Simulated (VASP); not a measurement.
# TaBi (F-43m) in VASP: settings compared, part 2 of 2

VASP 6.6.1. The steps go on from the part before.

## (3) Single point, PBE (33.71 Å³/atom)

This run uses another cell than the first one, of 33.71 Å³/atom.

Input file INCAR:

```
PREC     = Accurate       # precision mode
ENCUT    = 520            # plane-wave cutoff, eV
EDIFF    = 1E-7           # SCF threshold, eV
ISMEAR   = 0              # smearing method
SIGMA    = 0.05           # smearing width, eV
LREAL    = False          # projectors in reciprocal space
LASPH    = True           # aspherical terms in the spheres
NELM     = 100            # most SCF steps
ALGO     = Normal         # electronic algorithm
ISIF     = 2              # what is computed and relaxed
LWAVE    = False          # write WAVECAR
LCHARG   = False          # write CHGCAR
GGA      = PE             # functional
NBANDS   = 20             # bands
```

Input file KPOINTS:

```
regular mesh
0
Gamma
  10 10 10
```

Input file POSCAR:

```
TaBi
1.0
    0.0000000000      3.2304824722      3.2304824722
    3.2304824722      0.0000000000      3.2304824722
    3.2304824722      3.2304824722      0.0000000000
Ta Bi
1 1
Direct
    0.0000000000      0.0000000000      0.0000000000
    0.2500000000      0.2500000000      0.2500000000
```

Potentials or basis: VASP PAW PBE potentials, release 64 (Ta_pv, Bi_d).

On the command line:

```
$ cat potpaw_PBE.64/Ta_pv/POTCAR potpaw_PBE.64/Bi_d/POTCAR > POTCAR
$ mpirun -np 1 vasp_std > vasp.out
```

Run time: 77 s. Hardware: 1 thread of Intel Xeon 8259CL, shared host; peak memory 0.24 GiB.

The run converged. Its results:

- Free energy: -12.4468 eV
- Pressure: -0.1 GPa
- Band gap on the k mesh: zero (bands 13 and 14 overlap by 0.29 eV)

Levels at points of the mesh, in eV from the Fermi level:
```
           k point  band 10  band 11  band 12  band 13  band 14  band 15  band 16  band 17
(0.00, 0.00, 0.00)    -2.70    -2.70    -2.70     0.07     0.07     1.01     5.16     5.16
(0.50, 0.00, 0.00)    -4.31    -2.42    -2.42     0.08     0.24     0.24     2.64     2.64
(0.50, 0.50, 0.00)    -4.59    -1.85    -1.85    -0.81    -0.14     0.35     0.93     0.93
```

Caveat: spin-orbit coupling is left out, which moves the levels of the heavy elements.

## (4) Single point, PBEsol

This run uses another cell than the first one, of 33.71 Å³/atom.

Input file INCAR:

```
ALGO     = Normal         # electronic algorithm
EDIFF    = 1E-7           # SCF threshold, eV
ENCUT    = 520            # plane-wave cutoff, eV
GGA      = PS             # functional
ISIF     = 2              # what is computed and relaxed
ISMEAR   = 0              # smearing method
LASPH    = True           # aspherical terms in the spheres
LCHARG   = False          # write CHGCAR
LREAL    = False          # projectors in reciprocal space
LWAVE    = False          # write WAVECAR
NBANDS   = 20             # bands
NELM     = 100            # most SCF steps
PREC     = Accurate       # precision mode
SIGMA    = 0.05           # smearing width, eV
```

Input file KPOINTS:

```
k-points
0
Gamma
  10 10 10
```

POSCAR is that of step 3.

On the command line:

```
$ cat potpaw_PBE.64/Ta_pv/POTCAR potpaw_PBE.64/Bi_d/POTCAR > POTCAR
$ mpirun -np 1 vasp_std > vasp.out
```

It took 98 s on 1 thread of Intel Xeon 8259CL, shared host; peak memory 0.24 GiB.

Results (log left out):

```
Free energy            : -13.4262 eV
Pressure               : -2.8 GPa
Band gap on the k mesh : zero (bands 13 and 14 overlap by 0.30 eV)
```

Levels at points of the mesh, in eV from the Fermi level:
```tsv
k point	band 11	band 12	band 13	band 14	band 15	band 16
(0.00, 0.00, 0.00)	-2.68	-2.68	0.07	0.07	0.98	5.17
(0.50, 0.00, 0.00)	-2.40	-2.40	0.08	0.24	0.24	2.65
(0.50, 0.50, 0.00)	-1.83	-1.83	-0.81	-0.15	0.35	0.94
```

Caveat: the PAW data sets were made with another functional, which shifts forces and pressure a little; spin-orbit coupling is left out, which moves the levels of the heavy elements.

## (5) Single point, LDA

This run uses another cell than the first one, of 33.71 Å³/atom.

Input file INCAR:

```
SYSTEM = TaBi
ALGO = Fast ; EDIFF = 1E-6
ENCUT = 520 ; GGA = CA
ISIF = 2 ; ISMEAR = 0
LASPH = .TRUE. ; LCHARG = .FALSE.
LREAL = .FALSE. ; LWAVE = .FALSE.
NBANDS = 20 ; NELM = 80
PREC = Accurate ; SIGMA = 0.05
```

Input file KPOINTS:

```
k-points
0
G
  10 10 10
  0 0 0
```

POSCAR is that of step 4.

Potentials or basis: VASP PAW LDA potentials, release 64 (Ta_pv, Bi_d).

On the command line:

```
$ cat potpaw_LDA.64/Ta_pv/POTCAR potpaw_LDA.64/Bi_d/POTCAR > POTCAR
$ mpirun -np 1 vasp_std > vasp.out
```

Wall time 2 min (1 thread of Intel Xeon 8259CL, shared host); peak memory 0.22 GiB.

The run converged. Its results:

```
Free energy            : -13.9500 eV
Pressure               : -4.2 GPa
Band gap on the k mesh : zero (bands 13 and 14 overlap by 0.29 eV)
```

Levels at points of the mesh, in eV from the Fermi level:
| k point | band 11 | band 12 | band 13 | band 14 | band 15 | band 16 |
| --- | --- | --- | --- | --- | --- | --- |
| (0.00, 0.00, 0.00) | -2.67 | -2.67 | 0.06 | 0.06 | 1.03 | 5.16 |
| (0.50, 0.00, 0.00) | -2.39 | -2.39 | 0.09 | 0.23 | 0.23 | 2.66 |
| (0.50, 0.50, 0.00) | -1.80 | -1.80 | -0.77 | -0.14 | 0.33 | 0.94 |

Caveat: the cell stands under tension; spin-orbit coupling is left out, which moves the levels of the heavy elements.

## (6) Summary

| level | potentials or basis | cell | gap on the mesh (eV) | pressure (GPa) |
| --- | --- | --- | --- | --- |
| PBE | VASP PAW PBE potentials, release 64 (Ta_pv, Bi_d) | a = 4.538 Å, angles 60.0°, 2 atoms | none | 1.2 |
| PBE | VASP PAW PBE potentials, release 64 (Ta_pv, Bi_d) | a = 4.569 Å, angles 60.0°, 2 atoms | none | -0.1 |
| PBEsol | VASP PAW PBE potentials, release 64 (Ta_pv, Bi_d) | a = 4.569 Å, angles 60.0°, 2 atoms | none | -2.8 |
| LDA | VASP PAW LDA potentials, release 64 (Ta_pv, Bi_d) | a = 4.569 Å, angles 60.0°, 2 atoms | none | -4.2 |

Alike in all rows: task single point; no spin polarisation; k mesh 10 × 10 × 10; cutoff (eV) 520; smearing gaussian 0.05 eV.

Caveats: spin-orbit coupling is left out, which moves the levels of the heavy elements; the PAW data sets were made with another functional, which shifts forces and pressure a little (at least some runs); the cell stands under tension (at least some runs).

Absolute energies hang on the potentials; compare differences alone.
